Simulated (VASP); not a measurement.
# NaH (Imm2) in VASP: a series of runs, part 2 of 2

VASP 6.6.1. Earlier steps stand in the parts before.

**4. Single point, r2SCAN (all Na atoms moved -0.050 Å, as atom 1 along Cartesian [1 1 0])**

Contents of POSCAR:

```
NaH
1.0
    0.0000000000      2.4400000000      2.4400000000
    2.4400000000      0.0000000000      2.4400000000
    2.4400000000      2.4400000000      0.0000000000
Na H
1 1
Direct
    0.0000000000      0.0000000000     -0.0144898931
    0.5000000000      0.5000000000      0.5000000000
```

Contents of INCAR.step1:

```
SYSTEM = NaH
PREC = Accurate
ENCUT = 520
ISMEAR = 0
SIGMA = 0.05
LREAL = .FALSE.
LASPH = .TRUE.
NELM = 100
NBANDS = 11
GGA = PE
ALGO = Normal
EDIFF = 1E-4
LWAVE = .TRUE.
LCHARG = .FALSE.
```

Contents of INCAR.step2:

```
SYSTEM = NaH
PREC = Accurate
ENCUT = 520
EDIFF = 1E-7
ISMEAR = 0
SIGMA = 0.05
LREAL = .FALSE.
LASPH = .TRUE.
NELM = 100
ALGO = Normal
ISIF = 2
LWAVE = .FALSE.
LCHARG = .TRUE.
METAGGA = R2SCAN
LMIXTAU = .TRUE.
LELF = .TRUE.
LVHAR = .TRUE.
NBANDS = 11
ISTART = 1
```

Contents of KPOINTS:

```
regular mesh
0
G
  8 8 8
  0 0 0
```

Potentials or basis: VASP PAW PBE potentials, release 64 (Na_pv, H).

Run with:

```
$ cat potpaw_PBE.64/Na_pv/POTCAR potpaw_PBE.64/H/POTCAR > POTCAR
$ cp INCAR.step1 INCAR
$ mpirun -np 1 vasp_std > vasp.out
$ cp INCAR.step2 INCAR
$ mpirun -np 1 vasp_std > vasp.out
```

OUTCAR:

```text
SYSTEM = NaH
   PREC = Accurate
   ENCUT = 520
   EDIFF = 1E-7
   ISMEAR = 0
   LREAL = .FALSE.
   LASPH = .TRUE.
   NELM = 100
   ISIF = 2
   METAGGA = R2SCAN
   ISTART = 1

 ion  position               nearest neighbor table
   1  0.000  0.000  0.986-
   2  0.500  0.500  0.500-

  LATTYP: Found a face centered cubic cell.
 ALAT       =     4.8800000000

  Lattice vectors:

 A1 = (   0.0000000000,   2.4400000000,   2.4400000000)
 A2 = (   2.4400000000,   0.0000000000,   2.4400000000)
 A3 = (   2.4400000000,   2.4400000000,   0.0000000000)

Analysis of symmetry for initial positions (statically):
=====================================================================
 Subroutine PRICEL returns:
 Original cell was already a primitive cell.

 Routine SETGRP: Setting up the symmetry group for a
 face centered cubic supercell.

 Subroutine GETGRP returns: Found  4 space group operations
 (whereof  4 operations were pure point group operations)
 out of a pool of 48 trial point group operations.

The static configuration has the point symmetry C_2v.

Analysis of symmetry for dynamics (positions and initial velocities):
=====================================================================
 Subroutine PRICEL returns:
 Original cell was already a primitive cell.

 Routine SETGRP: Setting up the symmetry group for a
 face centered cubic supercell.

 Subroutine GETGRP returns: Found  4 space group operations
 (whereof  4 operations were pure point group operations)
 out of a pool of 48 trial point group operations.

The dynamic configuration has the point symmetry C_2v.

 Subroutine INISYM returns: Found  4 space group operations
 (whereof  4 operations are pure point group operations),
 and found     1 'primitive' translations

----------------------------------------------------------------------------------------

                                     Primitive cell

[... 112 lines left out ...]
  Fermi-wavevector in a.u.,A,eV,Ry     =   1.065054  2.012660 15.433636  1.134340
  Thomas-Fermi vector in A             =   2.200593
   LORBIT       =      0    0 simple, 1 ext, 2 COOP (PROOUT), +10 PAW based schemes
   METAGGA = R2SCAN    functional components
   LHFCALC =     F    Hartree Fock is set to
   AEXX    =    0.0000 exact exchange contribution
   IVDW    =     0    specifies the selected vdW correction
   LEPSILON=     F    determine dielectric tensor
   LRPA    =     F    only Hartree local field effects (RPA)
 non-spin polarized calculation
 Gauss-broadening in eV      SIGMA  =   0.05
  energy-cutoff  :      520.00
  volume of cell :       29.05
 maximum number of plane-waves:       817
 NGX is ok and might be reduce to    28
   NGX = 13   NGY = 13   NGZ = 13

 number of electron       8.0000005 magnetization

 Free energy of the ion-electron system (eV)
  ---------------------------------------------------
  ext. energy  EPLUGINS =         0.00000000
  ---------------------------------------------------
  free energy    TOTEN  =        -7.59403868 eV

  energy without entropy =       -7.59403868  energy(sigma->0) =       -7.59403868

 E-fermi :  -1.2250     XC(G=0):  -8.0309

 val. band max:       -1.5407506152   @ k =  -0.2500   0.5000   0.2500
 cond. band min:       2.7737696644   @ k =   0.0000   0.0000   0.5000
 fundamental gap:      4.3145202796
 Fermi energy:        -1.2250390309

 k-point     1 :       0.0000    0.0000    0.0000
  band No.  band energies     occupation
      1     -24.4956      2.00000
      2     -24.4952      2.00000
      3     -24.4945      2.00000
      4      -5.0114      2.00000
      5       9.6262      0.00000
      6      14.5750      0.00000
      7      14.5761      0.00000
      8      14.5892      0.00000
      9      15.4420      0.00000
     10      15.4596      0.00000
     11      15.4683      0.00000
[... 309 lines left out ...]
 k-point    24 :      -0.3750    0.1250    0.0000
  band No.  band energies     occupation
      1     -24.5655      2.00000
      2     -24.5129      2.00000
      3     -24.5049      2.00000
      4      -2.5166      2.00000
      5       3.5285      0.00000
      6       8.2380      0.00000
      7      12.0380      0.00000
      8      12.8983      0.00000
      9      15.7858      0.00000
     10      16.4516      0.00000
     11      20.0354      0.00000

 [... further k-points ...]
[... 5 lines left out ...]
  --------------------------------------------------------------------------------------
  -------------------------------------------------------------------------------------
  Total       -0.2305431     -0.2305431     -0.2425425     -0.0081522      0.0000000      0.0000000
  in kB      -12.7134450    -12.7134450    -13.3751598     -0.4495564      0.0000000      0.0000000
  external PRESSURE =     -12.9340166 kB  Pullay stress =       0.0000000 kB

 VOLUME and BASIS-vectors are now :
 -----------------------------------------------------------------------------
  energy-cutoff  :      520.00
  volume of cell :       29.05
      direct lattice vectors                 reciprocal lattice vectors
     0.000000000  2.440000000  2.440000000    -0.204918033  0.204918033  0.204918033
     2.440000000  0.000000000  2.440000000     0.204918033 -0.204918033  0.204918033
     2.440000000  2.440000000  0.000000000     0.204918033  0.204918033 -0.204918033

 POSITION                                       TOTAL-FORCE (eV/Angst)
 -----------------------------------------------------------------------------------
      2.40464      2.40464      0.00000         0.028508      0.028508      0.000000
      2.44000      2.44000      2.44000        -0.028508     -0.028508     -0.000000
 -----------------------------------------------------------------------------------
    total drift:                               -0.003804     -0.003804     -0.000020

  FREE ENERGIE OF THE ION-ELECTRON SYSTEM (eV)
  ---------------------------------------------------
  free  energy   TOTEN  =        -7.5940386817 eV

  energy  without entropy=       -7.5940386817  energy(sigma->0) =       -7.59403868
```

OUTCAR.step1:

```text
SYSTEM = NaH
   PREC = Accurate
   ENCUT = 520
   ISMEAR = 0
   LREAL = .FALSE.
   LASPH = .TRUE.
[... 558 lines left out ...]
      2.40464      2.40464      0.00000         0.026955      0.026955      0.000000
      2.44000      2.44000      2.44000        -0.026955     -0.026955      0.000000
 -----------------------------------------------------------------------------------
    total drift:                               -0.000767     -0.000767     -0.000000

  FREE ENERGIE OF THE ION-ELECTRON SYSTEM (eV)
  ---------------------------------------------------
  free  energy   TOTEN  =        -5.0850724286 eV

  energy  without entropy=       -5.0850724286  energy(sigma->0) =       -5.08507243
```

Wall time 2.3 min (1 thread of AMD EPYC 7R43 (Zen 3), shared host); peak memory 0.14 GiB.

What came out:

```yaml
Free_energy: -7.5940 eV
Pressure: -1.3 GPa
Largest_force: 0.040 eV/Å
Band_gap_on_the_k_mesh: 4.31 eV, indirect (least direct gap 5.13 eV)
```

Forces in eV/Å, atoms in the order of the input:
```
Na   0.029  0.029  0.000
H   -0.029 -0.029  0.000
```

Levels at points of the mesh, in eV from the valence-band top:
```tsv
k point	band 1	band 2	band 3	band 4	band 5	band 6	band 7	band 8
(0.00, 0.00, 0.00)	-22.95	-22.95	-22.95	-3.47	11.17	16.12	16.12	16.13
(0.50, 0.00, 0.00)	-23.03	-22.96	-22.96	-0.82	4.32	11.47	13.73	13.74
(0.00, 0.00, 0.50)	-23.03	-22.96	-22.96	-0.82	4.31	11.48	13.73	13.73
(0.50, 0.50, 0.00)	-23.02	-22.98	-22.98	-0.16	5.12	10.58	11.19	11.20
(0.00, 0.50, 0.50)	-23.02	-22.98	-22.98	-0.16	5.13	10.59	11.19	11.20
```

Caveat: the cell differs from its parent crystal (all Na atoms moved -0.050 Å, as atom 1 along Cartesian [1 1 0]); the PAW data sets were made with another functional, which shifts forces and pressure a little. A k mesh can miss the band edges.

**5. Single point, r2SCAN (all Na atoms moved +0.025 Å, as atom 1 along Cartesian [1 1 0])**

Edit POSCAR of step 4 so:

```diff
@@ -8,3 +8,3 @@
 Direct
-    0.0000000000      0.0000000000     -0.0144898931
+    0.0000000000      0.0000000000      0.0072449465
     0.5000000000      0.5000000000      0.5000000000
```

Contents of INCAR.step1:

```
  ALGO = Normal
  EDIFF = 1E-4
  ENCUT = 520
  GGA = PE
  ISMEAR = 0
  LASPH = T
  LCHARG = F
  LREAL = F
  LWAVE = T
  NBANDS = 11
  NELM = 100
  PREC = Accurate
  SIGMA = 0.05
```

Contents of INCAR.step2:

```
  ALGO = Normal
  EDIFF = 1E-6
  ENCUT = 520
  ISIF = 2
  ISMEAR = 0
  ISTART = 1
  LASPH = T
  LCHARG = F
  LMIXTAU = T
  LREAL = F
  LWAVE = F
  METAGGA = R2SCAN
  NBANDS = 11
  NELM = 100
  PREC = Accurate
  SIGMA = 0.05
```

Contents of KPOINTS:

```
k-points
0
Gamma
  8 8 8
```

Run with:

```
$ cat potpaw_PBE.64/Na_pv/POTCAR potpaw_PBE.64/H/POTCAR > POTCAR
$ cp INCAR.step1 INCAR
$ mpirun -np 1 vasp_std > vasp.out
$ cp INCAR.step2 INCAR
$ mpirun -np 1 vasp_std > vasp.out
```

Run time: 94 s. Hardware: 1 thread of AMD EPYC 7R43 (Zen 3), shared host; peak memory 0.13 GiB.

Results (log left out):

```
Free energy            : -7.5949 eV
Pressure               : -1.4 GPa
Largest force          : 0.018 eV/Å
Band gap on the k mesh : 4.32 eV, indirect (least direct gap 5.14 eV)
```

Forces in eV/Å, atoms in the order of the input:
```
Na  -0.013 -0.013  0.000
H    0.013  0.013  0.000
```

Stress tensor (GPa, compression positive):
```
-1.34 -0.06  0.00
-0.06 -1.34  0.00
 0.00  0.00 -1.46
```

Levels at points of the mesh, in eV from the valence-band top:
```
           k point  band 2  band 3  band 4  band 5  band 6  band 7
(0.00, 0.00, 0.00)  -22.95  -22.95   -3.47   11.17   16.13   16.13
(0.50, 0.00, 0.00)  -22.96  -22.96   -0.82    4.32   11.48   13.73
(0.00, 0.00, 0.50)  -22.96  -22.96   -0.82    4.32   11.48   13.73
(0.50, 0.50, 0.00)  -22.98  -22.98   -0.16    5.13   10.59   11.20
(0.00, 0.50, 0.50)  -22.98  -22.98   -0.16    5.13   10.59   11.20
```

Caveat: the cell differs from its parent crystal (all Na atoms moved +0.025 Å, as atom 1 along Cartesian [1 1 0]); the PAW data sets were made with another functional, which shifts forces and pressure a little.

**6. Single point, r2SCAN (all Na atoms moved +0.087 Å, as atom 1 along Cartesian [1 1 0])**

Edit POSCAR of step 5 so:

```diff
@@ -8,3 +8,3 @@
 Direct
-    0.0000000000      0.0000000000      0.0072449465
+    0.0000000000      0.0000000000      0.0253573128
     0.5000000000      0.5000000000      0.5000000000
```

Contents of INCAR.step1:

```
PREC = Accurate
ENCUT = 520
ISMEAR = 0
SIGMA = 0.05
LREAL = False
LASPH = True
NELM = 100
NBANDS = 11
GGA = PE
ALGO = Normal
EDIFF = 1E-4
LWAVE = True
LCHARG = False
```

Contents of INCAR.step2:

```
PREC = Accurate
ENCUT = 520
EDIFF = 1E-6
ISMEAR = 0
SIGMA = 0.05
LREAL = False
LASPH = True
NELM = 100
ALGO = Normal
ISIF = 2
LWAVE = False
LCHARG = True
METAGGA = R2SCAN
LMIXTAU = True
LELF = True
LVHAR = True
NBANDS = 11
ISTART = 1
```

Contents of KPOINTS:

```
Automatic mesh
0
Gamma
  8 8 8
```

Potentials or basis: VASP PAW PBE potentials, release 64 (Na_pv, H).

Run with:

```
$ cat potpaw_PBE.64/Na_pv/POTCAR potpaw_PBE.64/H/POTCAR > POTCAR
$ cp INCAR.step1 INCAR
$ mpirun -np 1 vasp_std > vasp.out
$ cp INCAR.step2 INCAR
$ mpirun -np 1 vasp_std > vasp.out
```

It took 1.7 min on 1 thread of AMD EPYC 7R43 (Zen 3), shared host; peak memory 0.14 GiB.

It converged, with:

```
Free energy            : -7.5919 eV
Pressure               : -1.3 GPa
Largest force          : 0.072 eV/Å
Band gap on the k mesh : 4.31 eV, indirect (least direct gap 5.13 eV)
```

Forces on the atoms (eV/Å):
```
Na  -0.051 -0.051  0.000
H    0.051  0.051  0.000
```

Stress tensor (GPa, compression positive):
```
-1.26 -0.08  0.00
-0.08 -1.26  0.00
 0.00  0.00 -1.48
```

Levels at points of the mesh, in eV from the valence-band top:
| k point | band 1 | band 2 | band 3 | band 4 | band 5 | band 6 | band 7 | band 8 | band 9 |
| --- | --- | --- | --- | --- | --- | --- | --- | --- | --- |
| (0.00, 0.00, 0.00) | -22.95 | -22.95 | -22.95 | -3.47 | 11.16 | 16.09 | 16.09 | 16.13 | 16.98 |
| (0.50, 0.00, 0.00) | -23.03 | -22.96 | -22.96 | -0.82 | 4.32 | 11.46 | 13.74 | 13.76 | 17.25 |
| (0.00, 0.00, 0.50) | -23.03 | -22.96 | -22.96 | -0.82 | 4.31 | 11.48 | 13.73 | 13.74 | 17.25 |
| (0.50, 0.50, 0.00) | -23.02 | -22.98 | -22.98 | -0.16 | 5.13 | 10.56 | 11.19 | 11.20 | 12.79 |
| (0.00, 0.50, 0.50) | -23.02 | -22.98 | -22.98 | -0.16 | 5.13 | 10.58 | 11.18 | 11.22 | 12.76 |

Caveat: the cell differs from its parent crystal (all Na atoms moved +0.087 Å, as atom 1 along Cartesian [1 1 0]); the PAW data sets were made with another functional, which shifts forces and pressure a little.
